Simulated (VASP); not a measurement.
# Y (P6_3/mmc) in VASP: single point with PBEsol

Aim: the single point of Y with PBEsol.

Everything below comes from runs of VASP 6.6.1. Logs are shortened: lines on timing, memory, paths and dates and some standing lists are left out, and cuts for length are marked.

**1. The cell of the first run**

It takes space group P6_3/mmc (No. 194, hexagonal). The conventional cell has a = 3.651 Å, b = 3.651 Å, c = 5.747 Å, α = 90.00°, β = 90.00°, γ = 120.00°. Within 4.7 Å of Y (site symmetry -6m2) lie 12 Y at 3.56 to 3.65 Å.

**2. Single point, PBEsol**

File INCAR:

```
ALGO     = Fast           # electronic algorithm
EDIFF    = 1E-6           # SCF threshold, eV
ENCUT    = 520            # plane-wave cutoff, eV
GGA      = PS             # functional
ISIF     = 2              # what is computed and relaxed
ISMEAR   = 0              # smearing method
LASPH    = True           # aspherical terms in the spheres
LCHARG   = False          # write CHGCAR
LREAL    = False          # projectors in reciprocal space
LWAVE    = False          # write WAVECAR
NBANDS   = 18             # bands
NELM     = 60             # most SCF steps
PREC     = Accurate       # precision mode
SIGMA    = 0.15           # smearing width, eV
```

File KPOINTS:

```
k-points
0
Gamma
  15 15 8
```

File POSCAR:

```
Y
1.0
    3.6514992371      0.0000000000      0.0000000000
   -1.8257496185      3.1622911012      0.0000000000
    0.0000000000      0.0000000000      5.7474000000
Y
2
Direct
    0.3333333333      0.6666666667      0.2500000000
    0.6666666667      0.3333333333      0.7500000000
```

Potentials or basis: VASP PAW PBE potentials, release 64 (Y_sv).

Started as:

```bash
$ cat potpaw_PBE.64/Y_sv/POTCAR > POTCAR
$ mpirun -np 1 vasp_std > vasp.out
```

OUTCAR:

```text
EDIFF = 1E-6
   ENCUT = 520
   GGA = PS
   ISIF = 2
   ISMEAR = 0
   LASPH = True
   LREAL = False
   NELM = 60
   PREC = Accurate

 ion  position               nearest neighbor table
   1  0.333  0.667  0.250-   2 3.56   2 3.56   2 3.56   2 3.56   2 3.56   2 3.56
   2  0.667  0.333  0.750-   1 3.56   1 3.56   1 3.56   1 3.56   1 3.56   1 3.56

  LATTYP: Found a hexagonal cell.
 ALAT       =     3.6514992371
 C/A-ratio  =     1.5739836234

  Lattice vectors:

 A1 = (   3.6514992371,   0.0000000000,   0.0000000000)
 A2 = (  -1.8257496185,   3.1622911012,   0.0000000000)
 A3 = (   0.0000000000,   0.0000000000,   5.7474000000)

Analysis of symmetry for initial positions (statically):
=====================================================================
 Subroutine PRICEL returns:
 Original cell was already a primitive cell.

 Routine SETGRP: Setting up the symmetry group for a
 hexagonal supercell.

 Subroutine GETGRP returns: Found 24 space group operations
 (whereof 12 operations were pure point group operations)
 out of a pool of 24 trial point group operations.

The static configuration has the point symmetry D_3d.
 The point group associated with its full space group is D_6h.

Analysis of symmetry for dynamics (positions and initial velocities):
=====================================================================
 Subroutine PRICEL returns:
 Original cell was already a primitive cell.

 Routine SETGRP: Setting up the symmetry group for a
 hexagonal supercell.

 Subroutine GETGRP returns: Found 24 space group operations
 (whereof 12 operations were pure point group operations)
 out of a pool of 24 trial point group operations.

The dynamic configuration has the point symmetry D_3d.
 The point group associated with its full space group is D_6h.

 Subroutine INISYM returns: Found 24 space group operations
 (whereof 12 operations are pure point group operations),
 and found     1 'primitive' translations

----------------------------------------------------------------------------------------

                                     Primitive cell

  volume of cell :      66.3658

  direct lattice vectors                    reciprocal lattice vectors
     3.651499237  0.000000000  0.000000000     0.273860115  0.158113211  0.000000000
    -1.825749618  3.162291101  0.000000000     0.000000000  0.316226422  0.000000000
     0.000000000  0.000000000  5.747400000     0.000000000  0.000000000  0.173991718

  length of vectors
     3.651499237  3.651499237  5.747400000     0.316226422  0.316226422  0.173991718

  position of ions in fractional coordinates (direct lattice)
     0.333333333  0.666666667  0.250000000
     0.666666667  0.333333333  0.750000000

  ion indices of the primitive-cell ions
   primitive index   ion index
                 1           1
                 2           2

----------------------------------------------------------------------------------------

 KPOINTS: k-points

Automatic generation of k-mesh.
 Grid dimensions read from file:
 generate k-points for:   15   15    8

 Generating k-lattice:

  Cartesian coordinates                     Fractional coordinates (reciprocal lattice)
     0.018257341  0.010540881  0.000000000     0.066666667  0.000000000  0.000000000
     0.000000000  0.021081761  0.000000000     0.000000000  0.066666667  0.000000000
     0.000000000  0.000000000  0.021748965     0.000000000  0.000000000  0.125000000

  Length of vectors
     0.021081761  0.021081761  0.021748965

  Shift w.r.t. Gamma in fractional coordinates (k-lattice)
     0.000000000  0.000000000  0.000000000

 Subroutine IBZKPT returns following result:
 ===========================================

 Found    135 irreducible k-points:

 Following reciprocal coordinates:
            Coordinates               Weight
  0.000000  0.000000  0.000000      1.000000
  0.066667  0.000000  0.000000      6.000000
  0.133333  0.000000  0.000000      6.000000
  0.200000 -0.000000  0.000000      6.000000
  0.266667  0.000000  0.000000      6.000000
  0.333333  0.000000  0.000000      6.000000
[... 16 lines left out ...]
  0.333333  0.200000  0.000000     12.000000
  0.400000  0.200000  0.000000      6.000000
 [... further k-points ...]
   k-points           NKPTS =    135   k-points in BZ     NKDIM =    135   number of bands    NBANDS=     18
   number of dos      NEDOS =    301   number of ions     NIONS =      2
   total plane-waves  NPLWV =  37632
   dimension x,y,z NGX =    28 NGY =   28 NGZ =   48
   dimension x,y,z NGXF=    56 NGYF=   56 NGZF=   96
   ions per type =               2
   NGX,Y,Z   is equivalent  to a cutoff of  12.75, 12.75, 13.88 a.u.
   NGXF,Y,Z  is equivalent  to a cutoff of  25.50, 25.50, 27.77 a.u.
 SYSTEM =  unknown system
   PREC   = accura    normal or accurate (medium, high low for compatibility)
   ISTART =      0    job   : 0-new  1-cont  2-samecut
   ICHARG =      2    charge: 1-file 2-atom 10-const
   ISPIN  =      1    spin polarized calculation?
   LNONCOLLINEAR =      F non collinear calculations
   LSORBIT =      F    spin-orbit coupling
   LASPH  =      T    aspherical Exc in radial PAW
   ENCUT  =  520.0 eV  38.22 Ry    6.18 a.u.   6.79  6.79 10.69*2*pi/ulx,y,z
   NELM   =     60;   NELMIN=  2; NELMDL= -5     # of ELM steps
   EDIFF  = 0.1E-05   stopping-criterion for ELM
   LREAL  =      F    real-space projection
   EDIFFG = 0.1E-04   stopping-criterion for IOM
   NSW    =      0    number of steps for IOM
   IBRION =     -1    ionic relax: 0-MD 1-quasi-New 2-CG
   NFREE  =      0    steps in history (QN), initial steepest desc. (CG)
   ISIF   =      2    stress and relaxation
   ISYM   =      2    0-nonsym 1-usesym 2-fastsym
   POTIM  = 0.5000    time-step for ionic-motion
   TEBEG  =    0.0;   TEEND  =   0.0 temperature during run
   PSTRESS=    0.0 pullay stress
   NELECT =      22.0000    total number of electrons
   NUPDOWN=      -1.0000    fix difference up-down
   EMIN   =  10.00;   EMAX   =-10.00  energy-range for DOS
   EFERMI =   0.00;   METHOD = LEGACY
   ISMEAR =     0;   SIGMA  =   0.15  broadening in eV -4-tet -1-fermi 0-gaus
   EFERMI_NEDOS =   21; number of points for ismear=-14 and -15
   IALGO  =     68    algorithm
   IMIX   =      4    mixing-type and parameters
     AMIX     =   0.40;   BMIX     =  1.00
     AMIX_MAG =   1.60;   BMIX_MAG =  1.00
  volume/ion in A,a.u.               =      33.18       223.93
  Fermi-wavevector in a.u.,A,eV,Ry     =   1.133011  2.141081 17.465997  1.283715
  Thomas-Fermi vector in A             =   2.269713
   LORBIT       =      0    0 simple, 1 ext, 2 COOP (PROOUT), +10 PAW based schemes
   GGA     = PS    functional components
   LHFCALC =     F    Hartree Fock is set to
   AEXX    =    0.0000 exact exchange contribution
   IVDW    =     0    specifies the selected vdW correction
   LEPSILON=     F    determine dielectric tensor
   LRPA    =     F    only Hartree local field effects (RPA)
 non-spin polarized calculation
 RMM-DIIS sequential band-by-band and
 Gauss-broadening in eV      SIGMA  =   0.15
  energy-cutoff  :      520.00
  volume of cell :       66.37
 maximum number of plane-waves:      1818
 NGX is ok and might be reduce to    28
   NGX = 13   NGY = 13   NGZ = 21

 number of electron      22.0000001 magnetization

 Free energy of the ion-electron system (eV)
  ---------------------------------------------------
  ext. energy  EPLUGINS =         0.00000000
  ---------------------------------------------------
  free energy    TOTEN  =       -13.62971802 eV

  energy without entropy =      -13.58419763  energy(sigma->0) =      -13.60695783

 E-fermi :   2.8363     XC(G=0):  -9.4937

 val. band max:        2.8352829093   @ k =   0.4000   0.0000   0.1250
 cond. band min:       2.8386508307   @ k =   0.3333   0.2667   0.3750
 fundamental gap:      0.0033679214
 Fermi energy:         2.8362653037

 k-point     1 :       0.0000    0.0000    0.0000
  band No.  band energies     occupation
      1     -39.7867      2.00000
      2     -39.7168      2.00000
      3     -20.0710      2.00000
      4     -19.6079      2.00000
      5     -19.6079      2.00000
      6     -19.5219      2.00000
[... 10 lines left out ...]
     17       5.6069      0.00000
     18       5.6069      0.00000

 k-point     2 :       0.0667    0.0000    0.0000
  band No.  band energies     occupation
      1     -39.7846      2.00000
      2     -39.7160      2.00000
      3     -20.0632      2.00000
      4     -19.6238      2.00000
      5     -19.6133      2.00000
      6     -19.5386      2.00000
[... 10 lines left out ...]
     17       5.4751      0.00000
     18       5.5157      0.00000

 k-point     3 :       0.1333    0.0000    0.0000
  band No.  band energies     occupation
      1     -39.7784      2.00000
      2     -39.7138      2.00000
      3     -20.0407      2.00000
      4     -19.6687      2.00000
      5     -19.6283      2.00000
      6     -19.5852      2.00000
[... 10 lines left out ...]
     17       5.3249      0.00000
     18       5.4870      0.00000

 k-point     4 :       0.2000   -0.0000    0.0000
  band No.  band energies     occupation
      1     -39.7691      2.00000
      2     -39.7109      2.00000
      3     -20.0054      2.00000
      4     -19.7352      2.00000
      5     -19.6521      2.00000
      6     -19.6495      2.00000
[... 375 lines left out ...]
      4     -19.8509      2.00000
      5     -19.8489      2.00000
      6     -19.7315      2.00000
[... 10 lines left out ...]
     17       7.2669      0.00000
     18       7.9432      0.00000

 k-point    23 :       0.3333    0.2000    0.0000
  band No.  band energies     occupation
      1     -39.7255      2.00000
      2     -39.7067      2.00000
      3     -19.9281      2.00000
      4     -19.8487      2.00000
      5     -19.8079      2.00000
      6     -19.7684      2.00000
[... 10 lines left out ...]
     17       7.5582      0.00000
     18       7.9417      0.00000

 k-point    24 :       0.4000    0.2000    0.0000
  band No.  band energies     occupation
      1     -39.7220      2.00000
      2     -39.7078      2.00000
      3     -19.9398      2.00000
      4     -19.8438      2.00000
      5     -19.7871      2.00000
      6     -19.7866      2.00000
[... 10 lines left out ...]
     17       7.7072      0.00000
     18       8.1435      0.00000

 [... further k-points ...]

------------------------ aborting loop because EDIFF is reached ----------------------------------------

  FORCE on cell =-STRESS in cart. coord.  units (eV):
  Direction    XX          YY          ZZ          XY          YZ          ZX
  --------------------------------------------------------------------------------------
  -------------------------------------------------------------------------------------
  Total       -0.8755142     -0.8755142     -1.1737508     -0.0000000     -0.0000000      0.0000000
  in kB      -21.1363163    -21.1363163    -28.3362250     -0.0000000     -0.0000000      0.0000000
  external PRESSURE =     -23.5362858 kB  Pullay stress =       0.0000000 kB

 VOLUME and BASIS-vectors are now :
 -----------------------------------------------------------------------------
  energy-cutoff  :      520.00
  volume of cell :       66.37
      direct lattice vectors                 reciprocal lattice vectors
     3.651499237  0.000000000  0.000000000     0.273860115  0.158113211  0.000000000
    -1.825749618  3.162291101  0.000000000     0.000000000  0.316226422  0.000000000
     0.000000000  0.000000000  5.747400000     0.000000000  0.000000000  0.173991718

 POSITION                                       TOTAL-FORCE (eV/Angst)
 -----------------------------------------------------------------------------------
     -0.00000      2.10819      1.43685         0.000000     -0.000000      0.000000
      1.82575      1.05410      4.31055        -0.000000      0.000000      0.000000
 -----------------------------------------------------------------------------------
    total drift:                                0.000000     -0.000000      0.000000

  FREE ENERGIE OF THE ION-ELECTRON SYSTEM (eV)
  ---------------------------------------------------
  free  energy   TOTEN  =       -13.6297180207 eV

  energy  without entropy=      -13.5841976301  energy(sigma->0) =      -13.60695783
```

Run time: 5 min. Hardware: 1 thread of Intel Xeon 8259CL, shared host; peak memory 0.31 GiB.

Results:

| Item | Value |
| --- | --- |
| Free energy | -13.6297 eV |
| Pressure | -2.4 GPa |
| Band gap on the k mesh | zero (bands 11 and 12 overlap by 1.38 eV) |

Levels at points of the mesh, in eV from the Fermi level:
```
           k point  band 7  band 8  band 9  band 10  band 11  band 12  band 13  band 14  band 15  band 16
(0.00, 0.00, 0.00)  -22.36  -22.33   -4.69    -1.86     0.85     1.74     1.74     2.00     2.33     2.33
(0.00, 0.00, 0.50)  -22.40  -22.40   -3.27    -3.27     0.93     0.93     1.66     1.66     1.66     1.66
```

Caveat: the PAW data sets were made with another functional, which shifts forces and pressure a little.
